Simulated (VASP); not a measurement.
Ge3Pt, 4 atoms in the cell. The structure is tetragonal, space group P4/mmm (No. 123). The conventional cell has a = 3.542 Å, b = 3.542 Å, c = 7.225 Å, α = 90.00°, β = 90.00°, γ = 90.00°. Ge (site symmetry 4mm) has 1 Ge at 2.18 Å and 1 Pt at 2.52 Å within 2.9 Å. Within 3.3 Å of Ge (site symmetry 4/mmm) lie 4 Pt at 2.50 Å. Pt (site symmetry 4/mmm) has 6 Ge at 2.50 to 2.52 Å within 3.3 Å. 

```yaml
Program: VASP 6.6.1
Task: single point
Functional: PBE
Potentials_or_basis: VASP PAW PBE potentials, release 64 (Ge_d, Pt)
Cutoff: 520 eV
k_mesh: 6 × 6 × 4
Occupations: gaussian, width 0.1 eV
Spin: no spin polarisation
Dipole_correction: no
Further_INCAR_settings: ALGO = Normal; EDIFF = 1e-07; NBANDS = 34
```

Potentials or basis: VASP PAW PBE potentials, release 64 (Ge_d, Pt).

The run is started by

```bash
$ cat potpaw_PBE.64/Ge_d/POTCAR potpaw_PBE.64/Pt/POTCAR > POTCAR
$ mpirun -np 1 vasp_std > vasp.out
```

Hardware: 1 thread of Intel(R) Xeon(R) 6975P-C (Granite Rapids) (shared host).

Problem. How long does it take, and how much memory?

Solution. Run time: 41 s on 1 thread of Intel(R) Xeon(R) 6975P-C (Granite Rapids), with other jobs on the host, peak memory 0.23 GiB. Counts: scf iterations 15, k points 30.
